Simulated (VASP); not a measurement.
Input of a VASP 6.6.1 run:

The input POSCAR:

```
Sb
1.0
    5.1294278169      0.0000000000      0.0000000000
    0.0000000000      4.2400752000      0.0000000000
    0.0000000000      0.0000000000     29.0216962420
Sb
4
Direct
    0.0594220751      0.0000000000      0.3752152672
    0.4405779249      0.5000000000      0.3752152672
    0.5594220751      0.5000000000      0.2794673482
    0.9405779249      0.0000000000      0.2794673482
```

INCAR.step1

```
ALGO     = Normal         # electronic algorithm
DIPOL    = 0.5 0.5 0.327
EDIFF    = 1E-5           # SCF threshold, eV
ENCUT    = 520            # plane-wave cutoff, eV
GGA      = PE             # functional
IDIPOL   = 3            
ISIF     = 2              # what is computed and relaxed
ISMEAR   = 0              # smearing method
LASPH    = True           # aspherical terms in the spheres
LCHARG   = False          # write CHGCAR
LDIPOL   = True         
LREAL    = False          # projectors in reciprocal space
LWAVE    = True           # write WAVECAR
NBANDS   = 18             # bands
NELM     = 100            # most SCF steps
PREC     = Accurate       # precision mode
SIGMA    = 0.01           # smearing width, eV
```

The input INCAR.step2:

```
AEXX     = 0.25           # exact-exchange fraction
ALGO     = Normal         # electronic algorithm
DIPOL    = 0.5 0.5 0.327
EDIFF    = 1E-7           # SCF threshold, eV
ENCUT    = 520            # plane-wave cutoff, eV
GGA      = PE             # functional
IDIPOL   = 3            
ISIF     = 2              # what is computed and relaxed
ISMEAR   = 0              # smearing method
ISTART   = 1            
LASPH    = True           # aspherical terms in the spheres
LCHARG   = False          # write CHGCAR
LDIPOL   = True         
LHFCALC  = True           # exact exchange
LREAL    = False          # projectors in reciprocal space
LWAVE    = False          # write WAVECAR
NBANDS   = 18             # bands
NELM     = 100            # most SCF steps
PREC     = Accurate       # precision mode
PRECFOCK = Normal       
SIGMA    = 0.01           # smearing width, eV
```

Contents of KPOINTS:

```
k-points
0
Gamma
  4 4 1
```

Potentials or basis: VASP PAW PBE potentials, release 64 (Sb).

Launch:

```sh
$ cat potpaw_PBE.64/Sb/POTCAR > POTCAR
$ cp INCAR.step1 INCAR
$ mpirun -np 1 vasp_std > vasp.out
$ cp INCAR.step2 INCAR
$ mpirun -np 1 vasp_std > vasp.out
```

(1) Predict the largest force.

(2) Estimate the band gap on the k mesh.

Results:

(1) 0.251 eV/Å.

(2) 1.87 eV, direct.

Caveat: the PAW data sets were made with another functional, which shifts forces and pressure a little; spin-orbit coupling is left out, which moves the levels of the heavy elements.
